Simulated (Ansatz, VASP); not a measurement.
TaN in VASP and in Ansatz

```
CELL_PARAMETERS angstrom
0.00000 2.20863 2.20863
2.20863 0.00000 2.20863
2.20863 2.20863 0.00000
ATOMIC_POSITIONS crystal
Ta 0.50000 0.50000 0.50000
N 0.00000 0.00000 0.00000
```

Alike in both runs: task single point; functional PBE; k mesh 24 × 24 × 24; occupations gaussian, width 0.15 eV; no spin polarisation.

|  | VASP | Ansatz |
| --- | --- | --- |
| version | VASP 6.6.1 | Ansatz 0.2.0 |
| potentials or method | VASP PAW PBE potentials, release 64 (Ta_pv, N), cutoff 520 eV | scalar-relativistic, plane waves, PAW |
| valence electrons in the cell | 16 | 18 |

```csv
,VASP,Ansatz,Ansatz less VASP
gap on the k mesh at the Fermi level (eV),none,none,-
pressure (GPa),0.8,0.0,-0.78
```

A gap of «none» marks a metal or a gap that the smearing closes. With one functional, cell and mesh, what is left measures potentials, basis and numerics. VASP's potentials hold 16 valence electrons a cell and Ansatz's 18, so a difference there can come from the potentials and not from the codes.

Spin-orbit coupling is off throughout.
